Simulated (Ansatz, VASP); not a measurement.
**Ag: VASP beside Ansatz**

Contents of INCAR:

```
ALGO = Normal
EDIFF = 1E-8
ENCUT = 520
GGA = PS
ISIF = 2
ISMEAR = -1
LASPH = True
LCHARG = False
LEFG = True
LREAL = False
LWAVE = False
NBANDS = 12
NELM = 100
PREC = Accurate
SIGMA = 0.03
```

The input KPOINTS:

```
k-points
0
Gamma
  15 15 15
```

Contents of POSCAR:

```
Ag
1.0
    0.0000000000      2.0699859780      2.0699859780
    2.0699859780      0.0000000000      2.0699859780
    2.0699859780      2.0699859780      0.0000000000
Ag
1
Direct
    0.0000000000      0.0000000000      0.0000000000
```

Input for Ansatz:

```yaml
crystal:
  lattice:
    - [0.0, 2.069985978, 2.069985978]
    - [2.069985978, 0.0, 2.069985978]
    - [2.069985978, 2.069985978, 0.0]
  atoms:
    - { symbol: Ag, position: [0.0, 0.0, 0.0] }
kpoints:
  mp_grid: { grid: [15, 15, 15] }
scf:
  occupations: { method: fermi_dirac, width: 0.03 }
hamiltonian:
  xc: pbesol
  pseudopotentials: { kind: all_electron, datasets: crystal }
output:
  forces: true
  stress: true
  eigenvalues: true
  efg: { contact_densities: true }
```

Change from the starting cell: volume scaled by 1.04, crystal datasets.

Alike in both runs: task electric field gradients; functional PBEsol; k mesh 15 × 15 × 15; occupations fermi-dirac, width 0.03 eV; no spin polarisation.

|  | VASP | Ansatz |
| --- | --- | --- |
| version | VASP 6.6.1 | Ansatz 0.2.0 |
| potentials or method | VASP PAW PBE potentials, release 64 (Ag), cutoff 520 eV | all-electron PAW with datasets made for the crystal, scalar-relativistic |

|  | VASP | Ansatz | Ansatz less VASP |
| --- | --- | --- | --- |
| pressure (GPa) | -6.5 | -6.4 | +0.12 |

VASP's potentials were made for PBE, not for PBEsol. Ansatz ran all-electron here, and VASP with PAW potentials.
